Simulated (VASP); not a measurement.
Input of a VASP 6.6.1 run:

POSCAR

```
B
1.0
    0.0000000000      1.9997833114      1.9997833114
    1.9997833114      0.0000000000      1.9997833114
    1.9997833114      1.9997833114      0.0000000000
B
2
Direct
    0.1250000000      0.1250000000      0.1250000000
    0.8750000000      0.8750000000      0.8750000000
```

INCAR.step1

```
PREC = Accurate ; ENCUT = 520
ISMEAR = -1 ; SIGMA = 0.1
LREAL = False ; LASPH = True
NELM = 60 ; NBANDS = 10
GGA = PE ; ALGO = Normal
EDIFF = 1E-4 ; LWAVE = True
LCHARG = False
```

File INCAR.step2:

```
PREC = Accurate ; ENCUT = 520
EDIFF = 1E-7 ; ISMEAR = -1
SIGMA = 0.1 ; LREAL = False
LASPH = True ; NELM = 60
ALGO = Normal ; ISIF = 2
LWAVE = False ; LCHARG = False
METAGGA = R2SCAN ; LMIXTAU = True
NBANDS = 10 ; ISTART = 1
```

File KPOINTS:

```
regular mesh
0
Gamma
  15 15 15
```

Potentials or basis: VASP PAW PBE potentials, release 64 (B).

Launch:

```sh
$ cat potpaw_PBE.64/B/POTCAR > POTCAR
$ cp INCAR.step1 INCAR
$ mpirun -np 1 vasp_std > vasp.out
$ cp INCAR.step2 INCAR
$ mpirun -np 1 vasp_std > vasp.out
```

What does it give for the pressure?

7.8 GPa.

What does it give for the band gap on the k mesh?

Zero (band 3 reaches 8.51 eV, above the bottom of band 4 at 1.14 eV).

Caveat: the PAW data sets were made with another functional, which shifts forces and pressure a little.
